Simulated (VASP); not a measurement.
Input of a VASP 6.6.1 run:

File INCAR:

```
PREC = Accurate
ENCUT = 600
EDIFF = 1E-6
ISMEAR = 0
SIGMA = 0.1
LREAL = F
LASPH = T
NELM = 200
ALGO = Normal
ISIF = 2
LWAVE = F
LCHARG = T
ISPIN = 2
MAGMOM = 0 0 0 3 3 2
LORBIT = 11
LMAXMIX = 4
GGA = PE
LELF = T
LVHAR = T
NBANDS = 32
GGA_COMPAT = F
```

The input KPOINTS:

```
Automatic mesh
0
Gamma
  6 6 2
```

File POSCAR:

```
Al3Co2Ni
1.0
    2.9603967700      0.0000000000      0.0000000000
    0.0000000000      2.9603967700      0.0000000000
    0.0000000000      0.0000000000      8.8811903100
Al Co Ni
3 2 1
Direct
    0.0000000000      0.0000000000      0.8333333300
    0.0000000000      0.0000000000      0.5000000000
    0.0000000000      0.0000000000      0.1666666700
    0.5000000000      0.5000000000      0.6666666700
    0.5000000000      0.5000000000      0.3333333300
    0.5000000000      0.5000000000      0.0000000000
```

Potentials or basis: VASP PAW PBE potentials, release 64 (Al, Co, Ni).

Command:

```console
$ cat potpaw_PBE.64/Al/POTCAR potpaw_PBE.64/Co/POTCAR potpaw_PBE.64/Ni/POTCAR > POTCAR
$ mpirun -np 1 vasp_std > vasp.out
```

(1) Estimate the net moment.

(2) Predict the largest force.

(3) Predict the site moments.

## Answers

(1) 0.84 μB per cell.

(2) 0.393 eV/Å.

(3) Al -0.01; Co +0.48; Ni +0.04 μB.

Caveat: the cell stands under tension.
